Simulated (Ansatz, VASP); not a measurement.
## Sb in VASP and in Ansatz

```
Sb
1.0
    -4.03001    4.03001    1.94447
     4.03001   -4.03001    1.94447
     4.03001    4.03001   -1.94447
Sb
4
Direct
  0.65126 0.15126 0.80253
  0.15126 0.34874 0.50000
  0.34874 0.84874 0.19747
  0.84874 0.65126 0.50000
```

Change from the starting cell: strain_z = -0.04.

Alike in both runs: functional PBEsol; k mesh 7 × 7 × 7; occupations fermi-dirac, width 0.05 eV; no spin polarisation.

```csv
,VASP,Ansatz
version,VASP 6.6.1,Ansatz 0.2.0
potentials or method,"VASP PAW PBE potentials, release 64 (Sb), cutoff 520 eV","all-electron LAPW, scalar-relativistic"
task,single point,band structure
```

Ansatz gave:

* gap on the k mesh at the Fermi level (eV): none
* pressure (GPa): 2.0
* traceless stress, the component that is largest in VASP (GPa): 1.17
* rms of the force components (eV/Å): 0.027

Question: What did VASP give for the same quantities?

Answer: gap on the k mesh at the Fermi level (eV): none; pressure (GPa): 2.1; traceless stress, the component that is largest in VASP (GPa): 1.20; rms of the force components (eV/Å): 0.022.

VASP's potentials were made for PBE, not for PBEsol. Atom by atom the forces differ by 0.005 eV/Å (rms over components). A gap of «none» marks a metal or a gap that the smearing closes. Ansatz ran all-electron here, and VASP with PAW potentials.

Neither program's run includes spin-orbit coupling.
